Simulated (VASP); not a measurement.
Set up this calculation in VASP 6.6.1, as the native input.

| Quantity | Value |
| --- | --- |
| Task | single point |
| Functional | PBE-based screened hybrid with 25 % exact exchange |
| Potentials or basis | VASP PAW PBE potentials, release 64 (H, Pb_d, N, O) |
| Cutoff | 520 eV |
| k mesh | 3 × 2 × 2 |
| Occupations | fermi-dirac, width 0.05 eV |
| Spin | no spin polarisation |
| Dipole correction | no |
| Grid for exact exchange (PRECFOCK) | Fast |
| Share of exact exchange | 0.25 |
| Further INCAR settings | ALGO = Normal; EDIFF = 1e-06; NBANDS = 31 |
| Screening parameter | 0.3 1/Å |

Crystal: HPbNO4.

```
CELL_PARAMETERS angstrom
3.85404 0.14384 0.09012
-0.25320 5.52698 0.16471
-0.48197 -1.92720 5.72025
ATOMIC_POSITIONS crystal
H 0.10913 0.65718 0.54463
Pb 0.61029 0.52127 0.15100
N 0.91580 0.96263 0.95867
O 0.01384 0.13639 0.88084
O 0.72398 0.01057 0.12858
O 0.00389 0.73732 0.87043
O 0.11927 0.59324 0.37651
```

These files were run (other wordings do the same):

POSCAR

```
HPbNO4
1.0
    3.8540400000      0.1438400000      0.0901200000
   -0.2532000000      5.5269800000      0.1647100000
   -0.4819700000     -1.9272000000      5.7202500000
H Pb N O
1 1 1 4
Direct
    0.1091300000      0.6571800000      0.5446300000
    0.6102900000      0.5212700000      0.1510000000
    0.9158000000      0.9626300000      0.9586700000
    0.0138400000      0.1363900000      0.8808400000
    0.7239800000      0.0105700000      0.1285800000
    0.0038900000      0.7373200000      0.8704300000
    0.1192700000      0.5932400000      0.3765100000
```

INCAR.step1

```
  ALGO = Normal
  EDIFF = 1E-5
  ENCUT = 520
  GGA = PE
  ISIF = 2
  ISMEAR = -1
  LASPH = True
  LREAL = False
  LWAVE = True
  NBANDS = 31
  NELM = 60
  PREC = Accurate
  SIGMA = 0.05
```

INCAR.step2

```
  AEXX = 0.25
  ALGO = Normal
  EDIFF = 1E-6
  ENCUT = 520
  GGA = PE
  HFSCREEN = 0.3
  ISIF = 2
  ISMEAR = -1
  ISTART = 1
  LASPH = True
  LCHARG = True
  LELF = True
  LHFCALC = True
  LREAL = False
  LVHAR = True
  LWAVE = False
  NBANDS = 31
  NELM = 60
  PREC = Accurate
  PRECFOCK = Fast
  SIGMA = 0.05
```

KPOINTS

```
k-points
0
Gamma
  3 2 2
```

Potentials or basis: VASP PAW PBE potentials, release 64 (H, Pb_d, N, O).

Launch:

```bash
$ cat potpaw_PBE.64/H/POTCAR potpaw_PBE.64/Pb_d/POTCAR potpaw_PBE.64/N/POTCAR potpaw_PBE.64/O/POTCAR > POTCAR
$ cp INCAR.step1 INCAR
$ mpirun -np 1 vasp_std > vasp.out
$ cp INCAR.step2 INCAR
$ mpirun -np 1 vasp_std > vasp.out
```

It gave:

The pressure is -2.5 GPa, the largest force is 1.033 eV/Å and the band gap on the k mesh is 4.21 eV (least direct gap 4.34 eV).

Caveat: the k points lie up to 0.59 Å⁻¹ apart; the standard files for N, O and F lose accuracy on very short bonds; the PAW data sets were made with another functional, which shifts forces and pressure a little; spin-orbit coupling is left out, which moves the levels of the heavy elements.

Run time: 12 min on 1 thread of Intel Xeon 8259CL, with other jobs on the host, peak memory 0.38 GiB.
